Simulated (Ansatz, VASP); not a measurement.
## NaCl: VASP beside Ansatz

```
Cl Na
1.0
     3.45486    0.00000    0.00000
     0.00000    3.45486    0.00000
     0.00000    0.00000    3.45486
Cl Na
1 1
Cartesian
  1.7274 1.7274 1.7274
  0.0000 0.0000 0.0000
```

Alike in both runs: task single point; functional HSE06; k mesh 4 × 4 × 4; occupations fermi-dirac, width 0.05 eV; no spin polarisation.

|  | VASP | Ansatz |
| --- | --- | --- |
| version | VASP 6.6.1 | Ansatz 0.2.0 |
| potentials or method | VASP PAW PBE potentials, release 64 (Cl, Na_pv) | Ansatz PAW |
| plane-wave cutoff (eV) | 520 | 420 |
| valence electrons in the cell | 14 | 16 |

|  | VASP | Ansatz | Ansatz less VASP |
| --- | --- | --- | --- |
| gap on the k mesh at the Fermi level (eV) | 5.44 | 5.45 | +0.008 |
| least direct gap on the mesh (eV) | 6.01 | 6.01 | +0.009 |
| pressure (GPa) | 0.8 | 0.8 | -0.01 |

VASP's potentials hold 14 valence electrons a cell and Ansatz's 16, so a difference there can come from the potentials and not from the codes.

The k mesh is coarse, so the values compare programs but aren't converged.
